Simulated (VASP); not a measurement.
# InSe (R3m) in VASP: single point with LDA

Aim: the single point of InSe with LDA.

Everything below comes from runs of VASP 6.6.1. Logs are shortened: lines on timing, memory, paths and dates and some standing lists are left out, and cuts for length are marked.

### 1 The cell of the first run

It takes space group R3m (No. 160, trigonal). Conventional cell: a = 4.000 Å, b = 4.000 Å, c = 24.950 Å, α = 90.00°, β = 90.00°, γ = 120.00°. Within 3.5 Å of In (site symmetry 3m) lie 3 Se at 2.64 Å and 1 In at 2.80 Å. In (site symmetry 3m) has 3 Se at 2.64 Å and 1 In at 2.80 Å within 3.5 Å. Within 3.5 Å of Se (site symmetry 3m) lie 3 In at 2.64 Å. Se (site symmetry 3m) has 3 In at 2.64 Å within 3.5 Å.

### 2 Single point, LDA

Contents of INCAR:

```
  ALGO = Normal
  EDIFF = 1E-7
  ENCUT = 520
  GGA = CA
  ISIF = 2
  ISMEAR = 0
  LASPH = True
  LCHARG = False
  LREAL = False
  LWAVE = False
  NBANDS = 69
  NELM = 100
  PREC = Accurate
  SIGMA = 0.03
```

Contents of KPOINTS:

```
k-points
0
Gamma
  10 10 2
```

Contents of POSCAR:

```
InSe
1.0
   -1.9999996503     -3.4641010095      0.0000000000
    1.9999996503     -3.4641010095      0.0000000000
    0.0000000000      0.0000000000     24.9500100000
In Se
6 6
Direct
    0.0000000000      0.0000000000      0.0000000000
    0.3333333333      0.3333333333      0.3333333333
    0.6666666667      0.6666666667      0.6666666667
    1.0000000000      1.0000000000      0.1122000000
    0.3333333333      0.3333333333      0.4455333333
    0.6666666667      0.6666666667      0.7788666667
    1.0000000000      1.0000000000      0.6155000000
    0.3333333333      0.3333333333      0.9488333333
    0.6666666667      0.6666666667      0.2821666667
    1.0000000000      1.0000000000      0.8300000000
    0.3333333333      0.3333333333      0.1633333333
    0.6666666667      0.6666666667      0.4966666667
```

Potentials or basis: VASP PAW LDA potentials, release 64 (In_d, Se).

The run is started by

```console
$ cat potpaw_LDA.64/In_d/POTCAR potpaw_LDA.64/Se/POTCAR > POTCAR
$ mpirun -np 1 vasp_std > vasp.out
```

OUTCAR:

```text
EDIFF = 1E-7
   ENCUT = 520
   GGA = CA
   ISIF = 2
   ISMEAR = 0
   LASPH = True
   LREAL = False
   NELM = 100
   PREC = Accurate

 ion  position               nearest neighbor table
   1  0.000  0.000  0.000-   8 2.64   8 2.64   8 2.64   4 2.80
   2  0.333  0.333  0.333-   9 2.64   9 2.64   9 2.64   5 2.80
   3  0.667  0.667  0.667-   7 2.64   7 2.64   7 2.64   6 2.80
   4  0.000  0.000  0.112-  11 2.64  11 2.64  11 2.64   1 2.80
   5  0.333  0.333  0.446-  12 2.64  12 2.64  12 2.64   2 2.80
   6  0.667  0.667  0.779-  10 2.64  10 2.64  10 2.64   3 2.80
   7  0.000  0.000  0.615-   3 2.64   3 2.64   3 2.64
   8  0.333  0.333  0.949-   1 2.64   1 2.64   1 2.64
   9  0.667  0.667  0.282-   2 2.64   2 2.64   2 2.64
  10  0.000  0.000  0.830-   6 2.64   6 2.64   6 2.64
  11  0.333  0.333  0.163-   4 2.64   4 2.64   4 2.64
  12  0.667  0.667  0.497-   5 2.64   5 2.64   5 2.64

  LATTYP: Found a hexagonal cell.
 ALAT       =     3.9999993007
 C/A-ratio  =     6.2375035905

  Lattice vectors:

 A1 = (  -1.9999996503,   3.4641010095,   0.0000000000)
 A2 = (  -1.9999996503,  -3.4641010095,   0.0000000000)
 A3 = (   0.0000000000,   0.0000000000,  24.9500100000)

Analysis of symmetry for initial positions (statically):
=====================================================================
 Subroutine PRICEL returns following result:

  LATTYP: Found a trigonal (rhomboedric) cell.
 ALAT       =     8.6313574450
 COS(alpha) =     0.8926179648

  Lattice vectors:

 A1 = (   1.9999996503,  -1.1547003367,  -8.3166699992)
 A2 = (  -1.9999996503,  -1.1547003360,  -8.3166700017)
 A3 = (  -0.0000000000,   2.3094006728,  -8.3166699992)

   3 primitive cells build up your supercell.

 Routine SETGRP: Setting up the symmetry group for a
 hexagonal supercell.

 Subroutine GETGRP returns: Found  6 space group operations
 (whereof  6 operations were pure point group operations)
 out of a pool of 24 trial point group operations.

The static configuration has the point symmetry C_3v.

Analysis of symmetry for dynamics (positions and initial velocities):
=====================================================================
 Subroutine PRICEL returns following result:

  LATTYP: Found a trigonal (rhomboedric) cell.
 ALAT       =     8.6313574450
 COS(alpha) =     0.8926179648

  Lattice vectors:

 A1 = (   1.9999996503,  -1.1547003367,  -8.3166699992)
 A2 = (  -1.9999996503,  -1.1547003360,  -8.3166700017)
 A3 = (  -0.0000000000,   2.3094006728,  -8.3166699992)

   3 primitive cells build up your supercell.

 Routine SETGRP: Setting up the symmetry group for a
 hexagonal supercell.

 Subroutine GETGRP returns: Found  6 space group operations
 (whereof  6 operations were pure point group operations)
 out of a pool of 24 trial point group operations.

The dynamic configuration has the point symmetry C_3v.

 Subroutine INISYM returns: Found  6 space group operations
 (whereof  6 operations are pure point group operations),
 and found     3 'primitive' translations

----------------------------------------------------------------------------------------

                                     Primitive cell

  volume of cell :     115.2391

  direct lattice vectors                    reciprocal lattice vectors
     1.999999650 -1.154700337 -8.316669999     0.250000044 -0.144337593 -0.040080144
    -1.999999650 -1.154700336 -8.316670002    -0.250000044 -0.144337593 -0.040080144
    -0.000000000  2.309400673 -8.316669999     0.000000000  0.288675185 -0.040080144

  length of vectors
     8.631357445  8.631357447  8.631357445     0.291444301  0.291444301  0.291444301

  position of ions in fractional coordinates (direct lattice)
     0.000000000  0.000000000  0.000000000
     0.887800000  0.887800000  0.887800000
     0.384500000  0.384500000  0.384500000
     0.170000000  0.170000000  0.170000000

  ion indices of the primitive-cell ions
   primitive index   ion index
                 1           1
                 2           4
                 3           7
                 4          10

----------------------------------------------------------------------------------------

 KPOINTS: k-points

Automatic generation of k-mesh.
 Grid dimensions read from file:
 generate k-points for:   10   10    2

 Generating k-lattice:

  Cartesian coordinates                     Fractional coordinates (reciprocal lattice)
    -0.025000004 -0.014433759  0.000000000     0.100000000  0.000000000  0.000000000
     0.025000004 -0.014433759  0.000000000     0.000000000  0.100000000  0.000000000
     0.000000000  0.000000000  0.020040072     0.000000000  0.000000000  0.500000000

  Length of vectors
     0.028867519  0.028867519  0.020040072

  Shift w.r.t. Gamma in fractional coordinates (k-lattice)
     0.000000000  0.000000000  0.000000000

 Subroutine IBZKPT returns following result:
 ===========================================

 Found     28 irreducible k-points:

 Following reciprocal coordinates:
            Coordinates               Weight
  0.000000  0.000000  0.000000      1.000000
  0.100000 -0.000000  0.000000      6.000000
  0.200000 -0.000000  0.000000      6.000000
  0.300000  0.000000  0.000000      6.000000
  0.400000 -0.000000  0.000000      6.000000
  0.500000  0.000000  0.000000      3.000000
[... 16 lines left out ...]
  0.400000  0.100000  0.500000     12.000000
  0.500000  0.100000  0.500000     12.000000
 [... further k-points ...]
   k-points           NKPTS =     28   k-points in BZ     NKDIM =     28   number of bands    NBANDS=     69
   number of dos      NEDOS =    301   number of ions     NIONS =     12
   total plane-waves  NPLWV = 172800
   dimension x,y,z NGX =    30 NGY =   30 NGZ =  192
   dimension x,y,z NGXF=    60 NGYF=   60 NGZF=  384
   ions per type =               6   6
   NGX,Y,Z   is equivalent  to a cutoff of  12.47, 12.47, 12.79 a.u.
   NGXF,Y,Z  is equivalent  to a cutoff of  24.94, 24.94, 25.59 a.u.
 SYSTEM =  unknown system
   PREC   = accura    normal or accurate (medium, high low for compatibility)
   ISTART =      0    job   : 0-new  1-cont  2-samecut
   ICHARG =      2    charge: 1-file 2-atom 10-const
   ISPIN  =      1    spin polarized calculation?
   LNONCOLLINEAR =      F non collinear calculations
   LSORBIT =      F    spin-orbit coupling
   LASPH  =      T    aspherical Exc in radial PAW
   ENCUT  =  520.0 eV  38.22 Ry    6.18 a.u.   7.44  7.44 46.39*2*pi/ulx,y,z
   NELM   =    100;   NELMIN=  2; NELMDL= -5     # of ELM steps
   EDIFF  = 0.1E-06   stopping-criterion for ELM
   LREAL  =      F    real-space projection
   EDIFFG = 0.1E-05   stopping-criterion for IOM
   NSW    =      0    number of steps for IOM
   IBRION =     -1    ionic relax: 0-MD 1-quasi-New 2-CG
   NFREE  =      0    steps in history (QN), initial steepest desc. (CG)
   ISIF   =      2    stress and relaxation
   ISYM   =      2    0-nonsym 1-usesym 2-fastsym
   POTIM  = 0.5000    time-step for ionic-motion
   TEBEG  =    0.0;   TEEND  =   0.0 temperature during run
   PSTRESS=    0.0 pullay stress
   NELECT =     114.0000    total number of electrons
   NUPDOWN=      -1.0000    fix difference up-down
   EMIN   =  10.00;   EMAX   =-10.00  energy-range for DOS
   EFERMI =   0.00;   METHOD = LEGACY
   ISMEAR =     0;   SIGMA  =   0.03  broadening in eV -4-tet -1-fermi 0-gaus
   EFERMI_NEDOS =   21; number of points for ismear=-14 and -15
   IALGO  =     38    algorithm
   IMIX   =      4    mixing-type and parameters
     AMIX     =   0.40;   BMIX     =  1.00
     AMIX_MAG =   1.60;   BMIX_MAG =  1.00
  volume/ion in A,a.u.               =      28.81       194.42
  Fermi-wavevector in a.u.,A,eV,Ry     =   1.131018  2.137313 17.404585  1.279201
  Thomas-Fermi vector in A             =   2.267716
   LORBIT       =      0    0 simple, 1 ext, 2 COOP (PROOUT), +10 PAW based schemes
   GGA     = CA    functional components
   LHFCALC =     F    Hartree Fock is set to
   AEXX    =    0.0000 exact exchange contribution
   IVDW    =     0    specifies the selected vdW correction
   LEPSILON=     F    determine dielectric tensor
   LRPA    =     F    only Hartree local field effects (RPA)
 non-spin polarized calculation
 Gauss-broadening in eV      SIGMA  =   0.03
  energy-cutoff  :      520.00
  volume of cell :      345.72
 maximum number of plane-waves:      9399
 NGX is ok and might be reduce to    30
   NGX = 15   NGY = 15   NGZ = 93

 number of electron     113.9999957 magnetization

 Free energy of the ion-electron system (eV)
  ---------------------------------------------------
  ext. energy  EPLUGINS =         0.00000000
  ---------------------------------------------------
  free energy    TOTEN  =       -49.96571566 eV

  energy without entropy =      -49.96571565  energy(sigma->0) =      -49.96571566

 E-fermi :   4.2199     XC(G=0):  -9.3353

 val. band max:        4.1265746667   @ k =   0.0000   0.0000   0.5000
 cond. band min:       4.3132338139   @ k =   0.0000   0.0000   0.5000
 fundamental gap:      0.1866591472
 Fermi energy:         4.2199047124

 k-point     1 :       0.0000    0.0000    0.0000
  band No.  band energies     occupation
      1     -10.6777      2.00000
      2     -10.6775      2.00000
      3     -10.6775      2.00000
      4     -10.4918      2.00000
      5     -10.4918      2.00000
      6     -10.4918      2.00000
[... 61 lines left out ...]
     68       8.3729      0.00000
     69       8.3729      0.00000
[... 1654 lines left out ...]
     68       8.0010      0.00000
     69       8.2250      0.00000

 [... further k-points ...]

------------------------ aborting loop because EDIFF is reached ----------------------------------------

  FORCE on cell =-STRESS in cart. coord.  units (eV):
  Direction    XX          YY          ZZ          XY          YZ          ZX
  --------------------------------------------------------------------------------------
  -------------------------------------------------------------------------------------
  Total       -2.2900512     -2.2900512     -3.9928504      0.0000000     -0.0000000      0.0000000
  in kB      -10.6129128    -10.6129128    -18.5042903      0.0000000     -0.0000000      0.0000000
  external PRESSURE =     -13.2433720 kB  Pullay stress =       0.0000000 kB

 VOLUME and BASIS-vectors are now :
 -----------------------------------------------------------------------------
  energy-cutoff  :      520.00
  volume of cell :      345.72
      direct lattice vectors                 reciprocal lattice vectors
    -1.999999650 -3.464101010  0.000000000    -0.250000044 -0.144337593  0.000000000
     1.999999650 -3.464101010  0.000000000     0.250000044 -0.144337593  0.000000000
     0.000000000  0.000000000 24.950010000     0.000000000  0.000000000  0.040080144

 POSITION                                       TOTAL-FORCE (eV/Angst)
 -----------------------------------------------------------------------------------
      0.00000      0.00000      0.00000        -0.000000     -0.000000      0.115809
      0.00000     -2.30940      8.31667        -0.000000      0.000000      0.115809
      0.00000     -4.61880     16.63334        -0.000000      0.000000      0.115809
      0.00000      0.00000      2.79939         0.000000      0.000000     -0.114441
      0.00000     -2.30940     11.11606        -0.000000      0.000000     -0.114441
      0.00000     -4.61880     19.43273        -0.000000      0.000000     -0.114441
      0.00000      0.00000     15.35673        -0.000000     -0.000000      0.105298
      0.00000     -2.30940     23.67340         0.000000      0.000000      0.105298
      0.00000     -4.61880      7.04006        -0.000000     -0.000000      0.105298
      0.00000      0.00000     20.70851         0.000000     -0.000000     -0.106666
      0.00000     -2.30940      4.07517         0.000000      0.000000     -0.106666
      0.00000     -4.61880     12.39184        -0.000000     -0.000000     -0.106666
 -----------------------------------------------------------------------------------
    total drift:                                0.000000      0.000001     -0.001064

  FREE ENERGIE OF THE ION-ELECTRON SYSTEM (eV)
  ---------------------------------------------------
  free  energy   TOTEN  =       -49.9657156648 eV

  energy  without entropy=      -49.9657156542  energy(sigma->0) =      -49.96571566
```

Run time: 14 min. Hardware: 1 thread of Intel Xeon Platinum 8488C (Sapphire Rapids), shared host; peak memory 0.64 GiB.

Results:

```
Free energy            : -49.9657 eV
Pressure               : -1.3 GPa
Largest force          : 0.116 eV/Å
Band gap on the k mesh : 0.19 eV
```

Forces in eV/Å, atoms in the order of the input:
```
In   0.000  0.000  0.116
In   0.000  0.000  0.116
In   0.000  0.000  0.116
In   0.000  0.000 -0.114
In   0.000  0.000 -0.114
In   0.000  0.000 -0.114
Se   0.000  0.000  0.105
Se   0.000  0.000  0.105
Se   0.000  0.000  0.105
Se   0.000  0.000 -0.107
Se   0.000  0.000 -0.107
Se   0.000  0.000 -0.107
```

Levels at points of the mesh, in eV from the valence-band top:
```csv
k point,band 54,band 55,band 56,band 57,band 58,band 59,band 60,band 61
"(0.00, 0.00, 0.00)",-1.17,-1.17,-0.66,-0.66,0.80,0.80,1.62,1.90
"(0.50, 0.00, 0.00)",-2.06,-1.78,-1.78,-1.56,0.96,1.19,1.19,1.65
"(0.00, 0.00, 0.50)",-1.21,-1.15,-1.15,0.00,0.19,1.36,1.36,1.96
"(0.50, 0.00, 0.50)",-2.10,-1.73,-1.69,-1.69,1.01,1.17,1.17,1.64
```

Caveat: spin-orbit coupling is left out, which moves the levels of the heavy elements.
